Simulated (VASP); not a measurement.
Input of a VASP 6.6.1 run:

The input INCAR:

```
ALGO     = Normal         # electronic algorithm
EDIFF    = 1E-6           # SCF threshold, eV
ENCUT    = 520            # plane-wave cutoff, eV
GGA      = PE             # functional
ISIF     = 2              # what is computed and relaxed
ISMEAR   = 0              # smearing method
LASPH    = True           # aspherical terms in the spheres
LCHARG   = False          # write CHGCAR
LREAL    = False          # projectors in reciprocal space
LWAVE    = False          # write WAVECAR
NBANDS   = 12             # bands
NELM     = 80             # most SCF steps
PREC     = Accurate       # precision mode
SIGMA    = 0.1            # smearing width, eV
```

KPOINTS

```
k-points
0
Gamma
  8 8 8
```

The input POSCAR:

```
Ti
1.0
    0.0000000000      2.0713826500      2.3656551700
    1.9773518400      0.0000000000      2.3656551700
    1.9773518400      2.0713826500      0.0000000000
Ti
1
Direct
    0.5000000000      0.5000000000      0.5000000000
```

Potentials or basis: VASP PAW PBE potentials, release 64 (Ti_sv).

Launch:

```bash
$ cat potpaw_PBE.64/Ti_sv/POTCAR > POTCAR
$ mpirun -np 1 vasp_std > vasp.out
```

Predict the band gap on the k mesh.

zero (bands 6 and 7 overlap by 1.05 eV).

Predict the pressure.

-9.9 GPa.

Stress tensor (GPa, compression positive):
```
 -8.17   0.00   0.00
  0.00  -7.93   0.00
  0.00   0.00 -13.57
```

Caveat: the cell stands under tension.
